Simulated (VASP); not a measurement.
# Be (Fm-3m) in VASP: notebook

Be is run at these levels: RPBE; tasks: single point.

Everything below comes from runs of VASP 6.6.1. Logs are shortened: lines on timing, memory, paths and dates and some standing lists are left out, and cuts for length are marked.

## (1) The cell of the first run

It takes space group Fm-3m (No. 225, cubic). The conventional cell has a = 3.054 Å, b = 3.054 Å, c = 3.054 Å, α = 90.00°, β = 90.00°, γ = 90.00°. Within 2.9 Å of Be (site symmetry m-3m) lie 12 Be at 2.16 Å.

## (2) Single point, RPBE (volume scaled by 0.88)

INCAR

```
SYSTEM = Be
PREC = Accurate
ENCUT = 520
EDIFF = 1E-7
ISMEAR = -1
SIGMA = 0.1
LREAL = .FALSE.
LASPH = .TRUE.
NELM = 100
ALGO = Normal
ISIF = 2
LWAVE = .FALSE.
LCHARG = .TRUE.
GGA = RP
LELF = .TRUE.
LVHAR = .TRUE.
NBANDS = 7
```

KPOINTS

```
regular mesh
0
G
  19 19 19
  0 0 0
```

POSCAR

```
Be
1.0
    0.0000000000      1.5272120886      1.5272120886
    1.5272120886      0.0000000000      1.5272120886
    1.5272120886      1.5272120886      0.0000000000
Be
1
Direct
    0.0000000000      0.0000000000      0.0000000000
```

Potentials or basis: VASP PAW PBE potentials, release 64 (Be).

The run is started by

```bash
> cat potpaw_PBE.64/Be/POTCAR > POTCAR
> mpirun -np 1 vasp_std > vasp.out
```

OUTCAR:

```text
SYSTEM = Be
   PREC = Accurate
   ENCUT = 520
   EDIFF = 1E-7
   ISMEAR = -1
   LREAL = .FALSE.
   LASPH = .TRUE.
   NELM = 100
   ISIF = 2
   GGA = RP

 ion  position               nearest neighbor table
   1  0.000  0.000  0.000-

  LATTYP: Found a face centered cubic cell.
 ALAT       =     3.0544241772

  Lattice vectors:

 A1 = (   0.0000000000,   1.5272120886,   1.5272120886)
 A2 = (   1.5272120886,   0.0000000000,   1.5272120886)
 A3 = (   1.5272120886,   1.5272120886,   0.0000000000)

Analysis of symmetry for initial positions (statically):
=====================================================================
 Subroutine PRICEL returns:
 Original cell was already a primitive cell.

 Routine SETGRP: Setting up the symmetry group for a
 face centered cubic supercell.

 Subroutine GETGRP returns: Found 48 space group operations
 (whereof 48 operations were pure point group operations)
 out of a pool of 48 trial point group operations.

The static configuration has the point symmetry O_h .

Analysis of symmetry for dynamics (positions and initial velocities):
=====================================================================
 Subroutine PRICEL returns:
 Original cell was already a primitive cell.

 Routine SETGRP: Setting up the symmetry group for a
 face centered cubic supercell.

 Subroutine GETGRP returns: Found 48 space group operations
 (whereof 48 operations were pure point group operations)
 out of a pool of 48 trial point group operations.

The dynamic configuration has the point symmetry O_h .

 Subroutine INISYM returns: Found 48 space group operations
 (whereof 48 operations are pure point group operations),
 and found     1 'primitive' translations

----------------------------------------------------------------------------------------

                                     Primitive cell

  volume of cell :       7.1241

  direct lattice vectors                    reciprocal lattice vectors
     0.000000000  1.527212089  1.527212089    -0.327393951  0.327393951  0.327393951
     1.527212089  0.000000000  1.527212089     0.327393951 -0.327393951  0.327393951
     1.527212089  1.527212089  0.000000000     0.327393951  0.327393951 -0.327393951

  length of vectors
     2.159804048  2.159804048  2.159804048     0.567062958  0.567062958  0.567062958

  position of ions in fractional coordinates (direct lattice)
     0.000000000  0.000000000  0.000000000

  ion indices of the primitive-cell ions
   primitive index   ion index
                 1           1

----------------------------------------------------------------------------------------

 KPOINTS: regular mesh

Automatic generation of k-mesh.
 Grid dimensions read from file:
 generate k-points for:   19   19   19

 Generating k-lattice:

  Cartesian coordinates                     Fractional coordinates (reciprocal lattice)
    -0.017231261  0.017231261  0.017231261     0.052631579  0.000000000  0.000000000
     0.017231261 -0.017231261  0.017231261     0.000000000  0.052631579  0.000000000
     0.017231261  0.017231261 -0.017231261     0.000000000  0.000000000  0.052631579

  Length of vectors
     0.029845419  0.029845419  0.029845419

  Shift w.r.t. Gamma in fractional coordinates (k-lattice)
     0.000000000  0.000000000  0.000000000

 Subroutine IBZKPT returns following result:
 ===========================================

 Found    220 irreducible k-points:

 Following reciprocal coordinates:
            Coordinates               Weight
  0.000000  0.000000  0.000000      1.000000
  0.052632  0.000000  0.000000      8.000000
  0.105263  0.000000  0.000000      8.000000
  0.157895  0.000000  0.000000      8.000000
  0.210526  0.000000  0.000000      8.000000
  0.263158  0.000000  0.000000      8.000000
[... 16 lines left out ...]
 -0.315789  0.052632  0.000000     24.000000
 -0.263158  0.052632  0.000000     24.000000
 [... further k-points ...]
   k-points           NKPTS =    220   k-points in BZ     NKDIM =    220   number of bands    NBANDS=      7
   number of dos      NEDOS =    301   number of ions     NIONS =      1
   total plane-waves  NPLWV =   4096
   dimension x,y,z NGX =    16 NGY =   16 NGZ =   16
   dimension x,y,z NGXF=    32 NGYF=   32 NGZF=   32
   ions per type =               1
   NGX,Y,Z   is equivalent  to a cutoff of  12.32, 12.32, 12.32 a.u.
   NGXF,Y,Z  is equivalent  to a cutoff of  24.63, 24.63, 24.63 a.u.
 SYSTEM =  Be
   PREC   = accura    normal or accurate (medium, high low for compatibility)
   ISTART =      0    job   : 0-new  1-cont  2-samecut
   ICHARG =      2    charge: 1-file 2-atom 10-const
   ISPIN  =      1    spin polarized calculation?
   LNONCOLLINEAR =      F non collinear calculations
   LSORBIT =      F    spin-orbit coupling
   LASPH  =      T    aspherical Exc in radial PAW
   ENCUT  =  520.0 eV  38.22 Ry    6.18 a.u.   4.02  4.02  4.02*2*pi/ulx,y,z
   NELM   =    100;   NELMIN=  2; NELMDL= -5     # of ELM steps
   EDIFF  = 0.1E-06   stopping-criterion for ELM
   LREAL  =      F    real-space projection
   EDIFFG = 0.1E-05   stopping-criterion for IOM
   NSW    =      0    number of steps for IOM
   IBRION =     -1    ionic relax: 0-MD 1-quasi-New 2-CG
   NFREE  =      0    steps in history (QN), initial steepest desc. (CG)
   ISIF   =      2    stress and relaxation
   ISYM   =      2    0-nonsym 1-usesym 2-fastsym
   POTIM  = 0.5000    time-step for ionic-motion
   TEBEG  =    0.0;   TEEND  =   0.0 temperature during run
   PSTRESS=    0.0 pullay stress
   NELECT =       2.0000    total number of electrons
   NUPDOWN=      -1.0000    fix difference up-down
   EMIN   =  10.00;   EMAX   =-10.00  energy-range for DOS
   EFERMI =   0.00;   METHOD = LEGACY
   ISMEAR =    -1;   SIGMA  =   0.10  broadening in eV -4-tet -1-fermi 0-gaus
   EFERMI_NEDOS =   21; number of points for ismear=-14 and -15
   IALGO  =     38    algorithm
   IMIX   =      4    mixing-type and parameters
     AMIX     =   0.40;   BMIX     =  1.00
     AMIX_MAG =   1.60;   BMIX_MAG =  1.00
  volume/ion in A,a.u.               =       7.12        48.08
  Fermi-wavevector in a.u.,A,eV,Ry     =   1.071952  2.025696 15.634207  1.149082
  Thomas-Fermi vector in A             =   2.207708
   LORBIT       =      0    0 simple, 1 ext, 2 COOP (PROOUT), +10 PAW based schemes
   GGA     = RP    functional components
   LHFCALC =     F    Hartree Fock is set to
   AEXX    =    0.0000 exact exchange contribution
   IVDW    =     0    specifies the selected vdW correction
   LEPSILON=     F    determine dielectric tensor
   LRPA    =     F    only Hartree local field effects (RPA)
 non-spin polarized calculation
  energy-cutoff  :      520.00
  volume of cell :        7.12
 maximum number of plane-waves:       202
   NGX =  9   NGY =  9   NGZ =  9

 number of electron       2.0000000 magnetization

 Free energy of the ion-electron system (eV)
  ---------------------------------------------------
  ext. energy  EPLUGINS =         0.00000000
  ---------------------------------------------------
  free energy    TOTEN  =        -3.38454776 eV

  energy without entropy =       -3.38244030  energy(sigma->0) =       -3.38349403

 E-fermi :   8.6325     XC(G=0): -10.9583

 val. band max:        8.5302873399   @ k =  -0.3684   0.3684   0.0000
 cond. band min:       8.8205804737   @ k =  -0.3158   0.4211   0.1053
 fundamental gap:      0.2902931338
 Fermi energy:         8.6324743857

 k-point     1 :       0.0000    0.0000    0.0000
  band No.  band energies     occupation
      1      -3.9802      2.00000
      2      29.8193      0.00000
      3      29.8193      0.00000
      4      29.8193      0.00000
      5      39.4522      0.00000
      6      39.4522      0.00000
      7      39.4522      0.00000

 k-point     2 :       0.0526    0.0000    0.0000
  band No.  band energies     occupation
      1      -3.8845      2.00000
      2      28.9633      0.00000
      3      29.6354      0.00000
      4      29.6354      0.00000
      5      38.3131      0.00000
      6      39.7982      0.00000
      7      39.7982      0.00000

 k-point     3 :       0.1053    0.0000    0.0000
  band No.  band energies     occupation
      1      -3.5971      2.00000
      2      26.7204      0.00000
      3      29.1691      0.00000
      4      29.1691      0.00000
      5      37.6823      0.00000
      6      40.6637      0.00000
      7      40.6637      0.00000

 k-point     4 :       0.1579    0.0000    0.0000
  band No.  band energies     occupation
      1      -3.1184      2.00000
      2      23.8133      0.00000
      3      28.5845      0.00000
      4      28.5845      0.00000
      5      37.8746      0.00000
      6      41.4484      0.00000
      7      41.4484      0.00000

 k-point     5 :       0.2105    0.0000    0.0000
  band No.  band energies     occupation
      1      -2.4496      2.00000
      2      20.7520      0.00000
      3      28.0089      0.00000
      4      28.0089      0.00000
      5      38.5113      0.00000
      6      41.1364      0.00000
      7      41.1364      0.00000
[... 161 lines left out ...]
 k-point    22 :      -0.3684    0.0526    0.0000
  band No.  band energies     occupation
      1       1.0897      2.00000
      2      11.7511      0.00000
      3      25.6754      0.00000
      4      27.1337      0.00000
      5      35.7483      0.00000
      6      37.1332      0.00000
      7      41.5320      0.00000

 k-point    23 :      -0.3158    0.0526    0.0000
  band No.  band energies     occupation
      1      -0.1029      2.00000
      2      14.1445      0.00000
      3      25.7167      0.00000
      4      27.6573      0.00000
      5      36.7555      0.00000
      6      37.8205      0.00000
      7      41.5890      0.00000

 k-point    24 :      -0.2632    0.0526    0.0000
  band No.  band energies     occupation
      1      -1.1825      2.00000
      2      16.8452      0.00000
      3      25.9314      0.00000
      4      28.2182      0.00000
      5      37.8453      0.00000
      6      38.8515      0.00000
      7      40.7171      0.00000

 [... further k-points ...]
[... 5 lines left out ...]
  --------------------------------------------------------------------------------------
  -------------------------------------------------------------------------------------
  Total        0.8105341      0.8105341      0.8105341      0.0000000      0.0000000      0.0000000
  in kB      182.2862204    182.2862204    182.2862204      0.0000000      0.0000000      0.0000000
  external PRESSURE =     182.2862204 kB  Pullay stress =       0.0000000 kB

 VOLUME and BASIS-vectors are now :
 -----------------------------------------------------------------------------
  energy-cutoff  :      520.00
  volume of cell :        7.12
      direct lattice vectors                 reciprocal lattice vectors
     0.000000000  1.527212089  1.527212089    -0.327393951  0.327393951  0.327393951
     1.527212089  0.000000000  1.527212089     0.327393951 -0.327393951  0.327393951
     1.527212089  1.527212089  0.000000000     0.327393951  0.327393951 -0.327393951

 POSITION                                       TOTAL-FORCE (eV/Angst)
 -----------------------------------------------------------------------------------
      0.00000      0.00000      0.00000        -0.000000      0.000000     -0.000000
 -----------------------------------------------------------------------------------
    total drift:                               -0.000000     -0.000000     -0.000000

  FREE ENERGIE OF THE ION-ELECTRON SYSTEM (eV)
  ---------------------------------------------------
  free  energy   TOTEN  =        -3.3845477629 eV

  energy  without entropy=       -3.3824403012  energy(sigma->0) =       -3.38349403
```

It took 6.9 s on 1 thread of Intel Xeon Platinum 8488C (Sapphire Rapids), shared host; peak memory 0.11 GiB.

Results:

- Free energy: -3.3845 eV
- Pressure: 18.2 GPa
- Band gap on the k mesh: zero (band 1 reaches 9.21 eV, above the bottom of band 2 at 8.53 eV)

Caveat: the PAW data sets were made with another functional, which shifts forces and pressure a little.

## (3) Single point, RPBE (volume scaled by 0.92)

INCAR

```
SYSTEM = Be
  ALGO = Normal
  EDIFF = 1E-7
  ENCUT = 520
  GGA = RP
  ISIF = 2
  ISMEAR = -1
  LASPH = .TRUE.
  LCHARG = .FALSE.
  LREAL = .FALSE.
  LWAVE = .FALSE.
  NBANDS = 7
  NELM = 60
  PREC = Accurate
  SIGMA = 0.1
```

KPOINTS

```
k-points
0
G
  19 19 19
  0 0 0
```

POSCAR

```
Be
1.0
    0.0000000000      1.5500096599      1.5500096599
    1.5500096599      0.0000000000      1.5500096599
    1.5500096599      1.5500096599      0.0000000000
Be
1
Direct
    0.0000000000      0.0000000000      0.0000000000
```

Potentials or basis: VASP PAW PBE potentials, release 64 (Be).

The run is started by

```bash
> cat potpaw_PBE.64/Be/POTCAR > POTCAR
> mpirun -np 1 vasp_std > vasp.out
```

Wall time 7.7 s (1 thread of Intel Xeon Platinum 8488C (Sapphire Rapids), shared host); peak memory 0.11 GiB.

The run converged. Its results:

```
Free energy            : -3.4139 eV
Pressure               : 11.0 GPa
Band gap on the k mesh : zero (band 1 reaches 8.80 eV, above the bottom of band 2 at 8.15 eV)
```

Levels at points of the mesh, in eV from the Fermi level:
| k point | band 1 | band 2 | band 3 | band 4 |
| --- | --- | --- | --- | --- |
| (0.00, 0.00, 0.00) | -12.30 | 20.50 | 20.50 | 20.50 |

Caveat: the PAW data sets were made with another functional, which shifts forces and pressure a little.
